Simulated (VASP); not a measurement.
# Ga3Se (P4/mmm) in VASP: a series of runs, part 2 of 2

VASP 6.6.1.

## 4. Single point, PBE+D3(BJ) (strain -0.015 along x and y, +0.030 along z)

The input, INCAR:

```
ALGO = Normal
EDIFF = 1E-6
ENCUT = 520
GGA = PE
ISIF = 2
ISMEAR = 0
IVDW = 12
LASPH = True
LCHARG = False
LREAL = False
LWAVE = False
NBANDS = 30
NELM = 100
PREC = Accurate
SIGMA = 0.15
```

The input, KPOINTS:

```
k-points
0
Gamma
  12 12 12
```

The input, POSCAR:

```
Ga3Se
1.0
    4.2587561610      0.0000000000      0.0000000000
    0.0000000000      4.2587561610      0.0000000000
    0.0000000000      0.0000000000      4.4533186252
Ga Se
3 1
Direct
    0.0000000000      0.5000000000      0.5000000000
    0.5000000000      0.0000000000      0.5000000000
    0.5000000000      0.5000000000      0.0000000000
    0.0000000000      0.0000000000      0.0000000000
```

Potentials or basis: VASP PAW PBE potentials, release 64 (Ga_d, Se).

Launch:

```bash
> cat potpaw_PBE.64/Ga_d/POTCAR potpaw_PBE.64/Se/POTCAR > POTCAR
> mpirun -np 1 vasp_std > vasp.out
```

OUTCAR:

```text
EDIFF = 1E-6
   ENCUT = 520
   GGA = PE
   ISIF = 2
   ISMEAR = 0
   IVDW = 12
   LASPH = True
   LREAL = False
   NELM = 100
   PREC = Accurate
 IVDW          = 12

 ion  position               nearest neighbor table
   1  0.000  0.500  0.500-
   2  0.500  0.000  0.500-
   3  0.500  0.500  0.000-
   4  0.000  0.000  0.000-

  LATTYP: Found a simple tetragonal cell.
 ALAT       =     4.2587561610
 C/A-ratio  =     1.0456852792

  Lattice vectors:

 A1 = (   4.2587561610,   0.0000000000,   0.0000000000)
 A2 = (   0.0000000000,   4.2587561610,   0.0000000000)
 A3 = (   0.0000000000,   0.0000000000,   4.4533186252)

Analysis of symmetry for initial positions (statically):
=====================================================================
 Subroutine PRICEL returns:
 Original cell was already a primitive cell.

 Routine SETGRP: Setting up the symmetry group for a
 simple tetragonal supercell.

 Subroutine GETGRP returns: Found 16 space group operations
 (whereof 16 operations were pure point group operations)
 out of a pool of 16 trial point group operations.

[... 164 lines left out ...]

  energy without entropy =      -12.37085463  energy(sigma->0) =      -12.37897829

 E-fermi :   5.3293     XC(G=0): -10.6299

 val. band max:        5.2957832027   @ k =   0.4167   0.2500   0.1667
 cond. band min:       5.3377336060   @ k =   0.5000   0.2500   0.2500
 fundamental gap:      0.0419504033
 Fermi energy:         5.3292776775

 k-point     1 :       0.0000    0.0000    0.0000
  band No.  band energies     occupation
      1      -9.7884      2.00000
      2      -9.7564      2.00000
      3      -9.7306      2.00000
      4      -9.7306      2.00000
      5      -9.6955      2.00000
      6      -9.6632      2.00000
[... 781 lines left out ...]
     29      10.5171      0.00000
     30      11.9092      0.00000

 [... further k-points ...]

------------------------ aborting loop because EDIFF is reached ----------------------------------------

 Edisp (eV)   -1.26540

 E8    (eV) :    -0.5691

  FORCE on cell =-STRESS in cart. coord.  units (eV):
  Direction    XX          YY          ZZ          XY          YZ          ZX
  --------------------------------------------------------------------------------------
  -------------------------------------------------------------------------------------
  Total       0.11453     0.11453    -0.06349     0.00000     0.00000     0.00000
  in kB       2.27176     2.27176    -1.25942     0.00000     0.00000     0.00000
  external pressure =        1.09 kB  Pullay stress =        0.00 kB

 VOLUME and BASIS-vectors are now :
 -----------------------------------------------------------------------------
  energy-cutoff  :      520.00
  volume of cell :       80.77
      direct lattice vectors                 reciprocal lattice vectors
     4.258756161  0.000000000  0.000000000     0.234810344  0.000000000  0.000000000
     0.000000000  4.258756161  0.000000000     0.000000000  0.234810344  0.000000000
     0.000000000  0.000000000  4.453318625     0.000000000  0.000000000  0.224551640

 POSITION                                       TOTAL-FORCE (eV/Angst)
 -----------------------------------------------------------------------------------
      0.00000      2.12938      2.22666         0.000000      0.000000      0.000000
      2.12938      0.00000      2.22666         0.000000      0.000000      0.000000
      2.12938      2.12938      0.00000         0.000000      0.000000      0.000000
      0.00000      0.00000      0.00000         0.000000      0.000000      0.000000
 -----------------------------------------------------------------------------------
    total drift:                                0.000000     -0.000000     -0.000000

  FREE ENERGIE OF THE ION-ELECTRON SYSTEM (eV)
  ---------------------------------------------------
  free  energy   TOTEN  =       -13.6525018957 eV

  energy  without entropy=      -13.6362545896  energy(sigma->0) =      -13.64437824
```

OSZICAR:

```text
N       E                     dE             d eps       ncg     rms          rms(c)
DAV:   1     0.314412431368E+03    0.31441E+03   -0.21669E+04 12088   0.253E+03
DAV:   2     0.277756369363E+02   -0.28664E+03   -0.27775E+03 12028   0.525E+02
DAV:   3    -0.109187186943E+02   -0.38694E+02   -0.37349E+02 13704   0.140E+02
DAV:   4    -0.124689353694E+02   -0.15502E+01   -0.15398E+01 13662   0.288E+01
DAV:   5    -0.125041497881E+02   -0.35214E-01   -0.35194E-01 13508   0.435E+00    0.348E+00
DAV:   6    -0.123998060420E+02    0.10434E+00   -0.26536E-01 16556   0.596E+00    0.205E+00
DAV:   7    -0.123894597268E+02    0.10346E-01   -0.44812E-02 13802   0.140E+00    0.768E-01
DAV:   8    -0.123870636684E+02    0.23961E-02   -0.79200E-03 14360   0.961E-01    0.795E-02
DAV:   9    -0.123870712100E+02   -0.75416E-05   -0.11608E-03 13622   0.630E-01    0.432E-02
DAV:  10    -0.123870968099E+02   -0.25600E-04   -0.19604E-04 15218   0.191E-01    0.327E-02
DAV:  11    -0.123871019242E+02   -0.51142E-05   -0.32037E-05 14760   0.900E-02    0.541E-03
DAV:  12    -0.123871019404E+02   -0.16263E-07   -0.67520E-06 13350   0.960E-02
   1 F= -.13652502E+02 E0= -.13644378E+02  d E =-.162473E-01
```

Run time: 5.1 min. Hardware: 1 thread of Intel Xeon 8259CL, shared host; peak memory 0.49 GiB.

What came out:

- Free energy: -13.6525 eV
- Pressure: 0.1 GPa
- Band gap on the k mesh: zero (an odd number of electrons rules out a gap without spin polarisation)
- Dispersion energy per atom: -0.316 eV

Stress tensor (GPa, compression positive):
```
 0.23  0.00  0.00
 0.00  0.23  0.00
 0.00  0.00 -0.13
```

Levels at points of the mesh, in eV from the Fermi level:
```tsv
k point	band 19	band 20	band 21	band 22	band 23	band 24	band 25	band 26
(0.00, 0.00, 0.00)	-3.96	-3.96	-3.00	-2.46	1.63	1.69	1.69	4.54
(0.50, 0.00, 0.00)	-3.21	-2.90	-2.16	-1.03	-0.66	-0.16	0.96	4.23
(0.50, 0.50, 0.00)	-6.56	-2.46	-1.16	-0.92	-0.92	1.09	1.40	1.40
(0.00, 0.00, 0.50)	-3.05	-3.05	-1.72	-1.03	-0.36	-0.36	1.22	4.03
(0.50, 0.00, 0.50)	-6.73	-2.31	-0.72	-0.49	-0.36	1.70	1.74	1.79
(0.50, 0.50, 0.50)	-5.26	-5.16	-5.15	-5.15	-3.80	3.82	4.50	4.50
```

Caveat: the cell differs from its parent crystal (strain -0.015 along x and y, +0.030 along z).

## 5. The runs side by side

```csv
cell,gap on the mesh (eV),pressure (GPa)
"a = 4.324, b = 4.324, c = 4.259 Å, 4 atoms",none,1.0
"a = 4.259, b = 4.259, c = 4.388 Å, 4 atoms",none,0.8
"a = 4.259, b = 4.259, c = 4.453 Å, 4 atoms",none,0.1
```

Alike in all rows: task single point; level PBE+D3(BJ); potentials or basis VASP PAW PBE potentials, release 64 (Ga_d, Se); no spin polarisation; k mesh 12 × 12 × 12; cutoff (eV) 520; smearing gaussian 0.15 eV.

Total energies depend on the potentials used, so only differences within one code and one set of settings carry meaning.

The gap in the log of VASP goes by the Fermi energy; the results here count the filled bands.